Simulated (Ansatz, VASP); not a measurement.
## InAs: VASP beside Ansatz

```
In As
1.0
     0.00000    2.62271    2.62271
     2.62271    0.00000    2.62271
     2.62271    2.62271    0.00000
In As
1 1
Cartesian
  2.6227 2.6227 2.6227
  0.0000 0.0000 0.0000
```

Alike in both runs: task single point; functional PBEsol; k mesh 14 × 14 × 14; occupations gaussian, width 0.05 eV; no spin polarisation.

|  | VASP | Ansatz |
| --- | --- | --- |
| version | VASP 6.6.1 | Ansatz 0.2.0 |
| potentials or method | VASP PAW PBE potentials, release 64 (In_d, As), cutoff 520 eV | scalar-relativistic, plane waves, PAW |
| valence electrons in the cell | 18 | 28 |

Ansatz gave:

- gap on the k mesh at the Fermi level (eV): none
- pressure (GPa): 27.5

**Question.** What did VASP give for the same quantities?

**Answer.** gap on the k mesh at the Fermi level (eV): none; pressure (GPa): 27.9.

VASP's potentials were made for PBE, not for PBEsol. A gap of «none» marks a metal or a gap that the smearing closes. With one functional, cell and mesh, what is left measures potentials, basis and numerics. VASP's potentials hold 18 valence electrons a cell and Ansatz's 28, so a difference there can come from the potentials and not from the codes.
